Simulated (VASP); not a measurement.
A run of VASP 6.6.1:

INCAR

```
PREC = Accurate
ENCUT = 500
EDIFF = 1E-6
ISMEAR = 0
SIGMA = 0.01
LREAL = F
LASPH = T
NELM = 120
ALGO = Normal
ISIF = 2
LWAVE = F
LCHARG = T
GGA = PE
LELF = T
LVHAR = T
NBANDS = 16
GGA_COMPAT = F
```

File KPOINTS:

```
Automatic mesh
0
Gamma
  8 8 8
```

The input POSCAR:

```
BiB
1.0
    0.0000000000      2.7448744693      2.7448744693
    2.7448744693      0.0000000000      2.7448744693
    2.7448744693      2.7448744693      0.0000000000
B Bi
1 1
Direct
    0.0000000000      0.0000000000      0.0000000000
    0.2500000000      0.2500000000      0.2500000000
```

Potentials or basis: VASP PAW PBE potentials, release 64 (B, Bi_d).

Launch:

```bash
$ cat potpaw_PBE.64/B/POTCAR potpaw_PBE.64/Bi_d/POTCAR > POTCAR
$ mpirun -np 1 vasp_std > vasp.out
```

Hardware: 1 thread of Intel(R) Xeon(R) Platinum 8488C (Sapphire Rapids), on a shared host.

Estimate the wall time of this run.

Run time: 19 s on 1 thread of Intel(R) Xeon(R) Platinum 8488C (Sapphire Rapids) (shared host), peak memory 0.16 GiB. Counts: scf iterations 12, k points 29.
